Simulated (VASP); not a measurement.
Write the native input for VASP 6.6.1 that does the following.

```
Task                   : single point
Functional             : LDA
Potentials or basis    : VASP PAW LDA potentials, release 64 (In_d)
Cutoff                 : 520 eV
k mesh                 : 14 × 14 × 14
Occupations            : fermi-dirac, width 0.05 eV
Spin                   : no spin polarisation
Dipole correction      : no
Further INCAR settings : ALGO = Normal; EDIFF = 1e-06; NBANDS = 12
```

The structure of In lies in POSCAR:

```
In
1.0
   -1.6369195191      1.6369195191      2.4903342523
    1.6369195191     -1.6369195191      2.4903342523
    1.6369195191      1.6369195191     -2.4903342523
In
1
Direct
    0.0000000000      0.0000000000      0.0000000000
```

This cell differs from its parent crystal: volume scaled by 1.02.

The input as run:

INCAR

```
  PREC = Accurate
  ENCUT = 520
  EDIFF = 1E-6
  ISMEAR = -1
  SIGMA = 0.05
  LREAL = F
  LASPH = T
  NELM = 80
  ALGO = Normal
  ISIF = 2
  LWAVE = F
  LCHARG = F
  NBANDS = 12
```

KPOINTS

```
Automatic mesh
0
Gamma
  14 14 14
```

Potentials or basis: VASP PAW LDA potentials, release 64 (In_d).

Run with:

```bash
$ cat potpaw_LDA.64/In_d/POTCAR > POTCAR
$ mpirun -np 1 vasp_std > vasp.out
```

It gave:

```yaml
Pressure: -3.4 GPa
```

Wall time 36 s on 1 thread of AMD EPYC 9R45 96-Core Processor (Zen 5) (shared host), peak memory 0.16 GiB.
